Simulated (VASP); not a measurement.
# Ti12H3S12N in VASP: single point with PBEsol

Aim: the single point of Ti12H3S12N with PBEsol.

All numbers are computed with VASP 6.6.1; they aren't measurements. Logs are shortened: lines on timing, memory, paths and dates and some standing lists are left out, and cuts for length are marked.

## Step 1: The cell of the first run

The cell holds a slab with vacuum, 28 atoms: a = 6.534 Å, b = 6.534 Å, c = 21.043 Å, α = 90.00°, β = 90.00°, γ = 120.00°.

## Step 2: Single point, PBEsol

INCAR reads:

```
PREC = Accurate ; ENCUT = 520
EDIFF = 1E-6 ; ISMEAR = -1
SIGMA = 0.05 ; LREAL = Auto
LASPH = True ; NELM = 100
ALGO = Normal ; ISIF = 2
LWAVE = False ; LCHARG = True
GGA = PS ; LELF = True
LVHAR = True ; NBANDS = 132
```

KPOINTS reads:

```
regular mesh
0
Gamma
  2 2 1
```

POSCAR reads:

```
Ti12H3S12N
1.0
    6.5343420000      0.0000000000      0.0000000000
   -3.2671710000      5.6589060000      0.0000000000
    0.0000000000      0.0000000000     21.0426550000
Ti S N H
12 12 1 3
Direct
    0.3333398818      0.1666753256      0.0475225203
    0.3329083747      0.1665162842      0.1947805541
    0.3323438231      0.1647138157      0.3484731371
    0.3333329799      0.6666659598      0.0475225203
    0.3332624649      0.6669840425      0.1945239325
    0.3400549913      0.6797426923      0.3476557497
    0.8333443199      0.1666753256      0.0475225203
    0.8333719256      0.1665162842      0.1947853063
    0.8316835614      0.1642720342      0.3481309749
    0.8333374180      0.6666659598      0.0475225203
    0.8335919181      0.6672667827      0.1944954189
    0.8357699693      0.6741939166      0.3425803445
   -0.0000299731      0.0001236988      0.1169386658
    0.0012637895      0.0017317835      0.2701702803
   -0.0013009563     -0.0051423367      0.4267854983
   -0.0000323101      0.4997255653      0.1167438234
   -0.0010494151      0.5013336500      0.2682313615
    0.0160916211      0.4908369215      0.4153800934
    0.4999413199     -0.0003710965      0.1169244090
    0.5006029390      0.0028804154      0.2690107308
    0.5052908856      0.0068387777      0.4269328181
    0.4997561423      0.4998139216      0.1167533279
    0.5012538832      0.5006974846      0.2683786813
    0.4764865994      0.4961559708      0.4163733141
    0.7450783389      0.4615909860      0.5168121608
    0.8202967080      0.6424209909      0.5104393908
    0.5751327713      0.3845266205      0.5338632411
    0.8453736003      0.4178722884      0.5453066640
```

Potentials or basis: VASP PAW PBE potentials, release 64 (Ti_sv, S, N, H).

Launch:

```console
$ cat potpaw_PBE.64/Ti_sv/POTCAR potpaw_PBE.64/S/POTCAR potpaw_PBE.64/N/POTCAR potpaw_PBE.64/H/POTCAR > POTCAR
$ mpirun -np 1 vasp_std > vasp.out
```

OUTCAR:

```text
PREC = Accurate
   ENCUT = 520
   EDIFF = 1E-6
   ISMEAR = -1
   LREAL = Auto
   LASPH = True
   NELM = 100
   ISIF = 2
   GGA = PS

 ion  position               nearest neighbor table
   1  0.333  0.167  0.048-  22 2.38  13 2.39  19 2.39
   2  0.333  0.167  0.195-  20 2.44  23 2.44  14 2.46  13 2.50  22 2.50  19 2.50
   3  0.332  0.165  0.348-  24 2.36  14 2.50  21 2.50  15 2.51  20 2.51  23 2.54
   4  0.333  0.667  0.048-  22 2.38  16 2.38  19 2.38
   5  0.333  0.667  0.195-  17 2.45  23 2.45  20 2.46  19 2.49  16 2.50  22 2.50
   6  0.340  0.680  0.348-  24 2.32  18 2.33  20 2.47  21 2.49  23 2.55  17 2.55
   7  0.833  0.167  0.048-  16 2.38  13 2.39  19 2.39
   8  0.833  0.167  0.195-  17 2.45  20 2.45  14 2.46  13 2.50  19 2.50  16 2.50
   9  0.832  0.164  0.348-  18 2.33  21 2.48  14 2.49  20 2.51  15 2.52  17 2.54
  10  0.833  0.667  0.048-  16 2.38  22 2.38  13 2.39
  11  0.834  0.667  0.194-  17 2.43  23 2.44  14 2.47  13 2.49  22 2.50  16 2.50
  12  0.836  0.674  0.343-  14 2.40  23 2.45  17 2.46  15 2.54  24 2.56  18 2.57
  13  1.000  0.000  0.117-   7 2.39   1 2.39  10 2.39  11 2.49   2 2.50   8 2.50
  14  0.001  0.002  0.270-  12 2.40   2 2.46   8 2.46  11 2.47   9 2.49   3 2.50
  15  0.999  0.995  0.427-   3 2.51   9 2.52  12 2.54
  16  1.000  0.500  0.117-   7 2.38   4 2.38  10 2.38   5 2.50  11 2.50   8 2.50
  17  0.999  0.501  0.268-  11 2.43   8 2.45   5 2.45  12 2.46   9 2.54   6 2.55
  18  0.016  0.491  0.415-   6 2.33   9 2.33  12 2.57
  19  0.500  1.000  0.117-   4 2.38   7 2.39   1 2.39   5 2.49   8 2.50   2 2.50
  20  0.501  0.003  0.269-   2 2.44   8 2.45   5 2.46   6 2.47   9 2.51   3 2.51
  21  0.505  0.007  0.427-   9 2.48   6 2.49   3 2.50
  22  0.500  0.500  0.117-   1 2.38   4 2.38  10 2.38   5 2.50  11 2.50   2 2.50
  23  0.501  0.501  0.268-  11 2.44   2 2.44   5 2.45  12 2.45   3 2.54   6 2.55
  24  0.476  0.496  0.416-   6 2.32   3 2.36  12 2.56
  25  0.745  0.462  0.517-  27 1.03  28 1.03  26 1.04
  26  0.820  0.642  0.510-  25 1.04
  27  0.575  0.385  0.534-  25 1.03
  28  0.845  0.418  0.545-  25 1.03

  LATTYP: Found a hexagonal cell.
 ALAT       =     6.5343420000
 C/A-ratio  =     3.2203173632

  Lattice vectors:

 A1 = (   6.5343420000,   0.0000000000,   0.0000000000)
 A2 = (  -3.2671710000,   5.6589060000,   0.0000000000)
 A3 = (   0.0000000000,   0.0000000000,  21.0426550000)

Analysis of symmetry for initial positions (statically):
=====================================================================
 Subroutine PRICEL returns:
 Original cell was already a primitive cell.

 Routine SETGRP: Setting up the symmetry group for a
 hexagonal supercell.

 Subroutine GETGRP returns: Found  1 space group operations
[... 156 lines left out ...]
   POTIM  = 0.5000    time-step for ionic-motion
   TEBEG  =    0.0;   TEEND  =   0.0 temperature during run
   PSTRESS=    0.0 pullay stress
   NELECT =     224.0000    total number of electrons
   NUPDOWN=      -1.0000    fix difference up-down
   EMIN   =  10.00;   EMAX   =-10.00  energy-range for DOS
   EFERMI =   0.00;   METHOD = LEGACY
   ISMEAR =    -1;   SIGMA  =   0.05  broadening in eV -4-tet -1-fermi 0-gaus
   EFERMI_NEDOS =   21; number of points for ismear=-14 and -15
   IALGO  =     38    algorithm
   IMIX   =      4    mixing-type and parameters
     AMIX     =   0.40;   BMIX     =  1.00
     AMIX_MAG =   1.60;   BMIX_MAG =  1.00
  volume/ion in A,a.u.               =      27.79       187.53
  Fermi-wavevector in a.u.,A,eV,Ry     =   1.080967  2.042732 15.898275  1.168490
  Thomas-Fermi vector in A             =   2.216972
   LORBIT       =      0    0 simple, 1 ext, 2 COOP (PROOUT), +10 PAW based schemes
   GGA     = PS    functional components
   LHFCALC =     F    Hartree Fock is set to
   AEXX    =    0.0000 exact exchange contribution
   IVDW    =     0    specifies the selected vdW correction
   LEPSILON=     F    determine dielectric tensor
   LRPA    =     F    only Hartree local field effects (RPA)
 non-spin polarized calculation
  energy-cutoff  :      520.00
  volume of cell :      778.10
 maximum number of plane-waves:     20966
 NGX is ok and might be reduce to    50
   NGX = 25   NGY = 25   NGZ = 79

 number of electron     223.9999990 magnetization

 Free energy of the ion-electron system (eV)
  ---------------------------------------------------
  ext. energy  EPLUGINS =         0.00000000
  ---------------------------------------------------
  free energy    TOTEN  =      -198.52404000 eV

  energy without entropy =     -198.28285932  energy(sigma->0) =     -198.40344966

 E-fermi :   2.0454     XC(G=0):  -6.6995

 val. band max:        2.0424985802   @ k =   0.0000   0.0000   0.0000
 cond. band min:       2.0697860068   @ k =   0.0000   0.5000   0.0000
 fundamental gap:      0.0272874266
 Fermi energy:         2.0454074650

 k-point     1 :       0.0000    0.0000    0.0000
  band No.  band energies     occupation
      1     -54.8219      2.00000
      2     -54.8102      2.00000
      3     -54.8025      2.00000
      4     -54.7989      2.00000
      5     -54.7980      2.00000
      6     -54.7909      2.00000
[... 497 lines left out ...]
    123       3.1519      0.00000
    124       3.1559      0.00000
 [bands above 124 left out]

------------------------ aborting loop because EDIFF is reached ----------------------------------------

  FORCE on cell =-STRESS in cart. coord.  units (eV):
  Direction    XX          YY          ZZ          XY          YZ          ZX
  --------------------------------------------------------------------------------------
  -------------------------------------------------------------------------------------
  Total      -13.4441275    -13.5386999     -5.4489103      0.0938774     -0.5800925      0.3562591
  in kB      -27.6826926    -27.8774258    -11.2198064      0.1933021     -1.1944636      0.7335701
  external PRESSURE =     -22.2599749 kB  Pullay stress =       0.0000000 kB

 VOLUME and BASIS-vectors are now :
 -----------------------------------------------------------------------------
  energy-cutoff  :      520.00
  volume of cell :      778.10
      direct lattice vectors                 reciprocal lattice vectors
     6.534342000  0.000000000  0.000000000     0.153037597  0.088356301  0.000000000
    -3.267171000  5.658906000  0.000000000     0.000000000  0.176712601  0.000000000
     0.000000000  0.000000000 21.042655000     0.000000000  0.000000000  0.047522520

 POSITION                                       TOTAL-FORCE (eV/Angst)
 -----------------------------------------------------------------------------------
      1.63360      0.94320      1.00000         0.001553     -0.026396     -0.152609
      1.63130      0.94230      4.09870        -0.020626      0.056952     -0.189375
      1.63350      0.93210      7.33280         0.134491     -0.164129      1.470519
      0.00000      3.77260      1.00000         0.000630      0.027058     -0.129390
     -0.00150      3.77440      4.09330        -0.009414      0.036988     -0.190065
      0.00120      3.84660      7.31560        -0.083067      0.101670      0.909079
[... 20 lines left out ...]
      2.50180      2.17600     11.23390         0.207164      0.289385     -0.092763
      4.15870      2.36470     11.47470        -0.241069      0.246750     -0.150376
 -----------------------------------------------------------------------------------
    total drift:                               -0.005125      0.001018      0.021600

  FREE ENERGIE OF THE ION-ELECTRON SYSTEM (eV)
  ---------------------------------------------------
  free  energy   TOTEN  =      -198.5240399995 eV

  energy  without entropy=     -198.2828593249  energy(sigma->0) =     -198.40344966
```

OSZICAR:

```text
N       E                     dE             d eps       ncg     rms          rms(c)
DAV:   1     0.297555661279E+04    0.29756E+04   -0.10831E+05  1120   0.168E+03
DAV:   2     0.286829450563E+03   -0.26887E+04   -0.26065E+04  1108   0.518E+02
DAV:   3    -0.162092329919E+03   -0.44892E+03   -0.44000E+03  1604   0.188E+02
DAV:   4    -0.220367686619E+03   -0.58275E+02   -0.57707E+02  1600   0.599E+01
[... 28 lines left out ...]
DAV:  33    -0.198524022414E+03   -0.15777E-04   -0.28104E-06   840   0.984E-03    0.377E-03
DAV:  34    -0.198524032710E+03   -0.10295E-04   -0.12411E-06   752   0.534E-03    0.211E-03
DAV:  35    -0.198524036424E+03   -0.37150E-05   -0.44498E-07   640   0.233E-03    0.128E-03
DAV:  36    -0.198524039376E+03   -0.29517E-05   -0.55353E-07   728   0.164E-03    0.881E-04
DAV:  37    -0.198524039999E+03   -0.62331E-06   -0.81856E-08   584   0.119E-03
   1 F= -.19852404E+03 E0= -.19840345E+03  d E =-.241181E+00
```

stdout:

```text
POSCAR found type information on POSCAR TiS N H
 POSCAR found :  4 types and      28 ions
 scaLAPACK will be used
 -----------------------------------------------------------------------------
|                                                                             |
|                                                                             |
|     You enforced a specific xc type in the INCAR file but a different       |
|     I HOPE YOU KNOW WHAT YOU ARE DOING!                                     |
|                                                                             |
 -----------------------------------------------------------------------------

 LDA part: xc-table for (Slater+PW92), standard interpolation
 POSCAR, INCAR and KPOINTS ok, starting setup
 FFT: planning ... GRIDC
 FFT: planning ... GRID_SOFT
 FFT: planning ... GRID
 WAVECAR not read
 entering main loop
```

It took 61 min on 1 thread of AMD EPYC 7R43 (Zen 3), shared host; peak memory 0.89 GiB.

Results:

```
Free energy            : -198.5240 eV
Largest force          : 2.054 eV/Å
Band gap on the k mesh : zero (bands 112 and 113 overlap by 0.26 eV)
```

Forces on the atoms (eV/Å):
```
Ti   0.002 -0.026 -0.153
Ti  -0.021  0.057 -0.189
Ti   0.134 -0.164  1.471
Ti   0.001  0.027 -0.129
Ti  -0.009  0.037 -0.190
Ti  -0.083  0.102  0.909
Ti  -0.004 -0.027 -0.157
Ti   0.010  0.058 -0.173
Ti  -0.147 -0.220  1.473
Ti  -0.004  0.032 -0.082
Ti  -0.010  0.019 -0.302
Ti   0.032 -0.350  2.001
S    0.004  0.018  0.243
S   -0.013  0.147 -0.194
S    0.002 -0.154 -2.048
S   -0.010 -0.027  0.227
S    0.037  0.078 -0.008
S   -0.801  0.187 -0.794
S   -0.001  0.010  0.256
S    0.004  0.060 -0.169
S   -0.015  0.050 -1.987
S    0.012 -0.028  0.228
S   -0.061  0.058 -0.018
S    0.912  0.089 -0.791
N    0.038  0.009  0.566
H    0.026 -0.577  0.254
H    0.207  0.289 -0.093
H   -0.241  0.247 -0.150
```

Levels at points of the mesh, in eV from the Fermi level:
```
           k point  band 110  band 111  band 112  band 113  band 114  band 115  band 116  band 117
(0.00, 0.00, 0.00)     -0.09      0.00      0.21      0.21      0.34      0.34      0.34      0.56
(0.50, 0.00, 0.00)     -0.11     -0.09     -0.08     -0.04      0.09      0.16      0.18      0.77
(0.00, 0.50, 0.00)     -0.15     -0.09     -0.08     -0.06      0.02      0.09      0.28      0.75
(0.50, 0.50, 0.00)     -0.11     -0.09     -0.08     -0.04      0.12      0.17      0.25      0.77
```

Caveat: the k points lie up to 0.56 Å⁻¹ apart; the PAW data sets were made with another functional, which shifts forces and pressure a little.
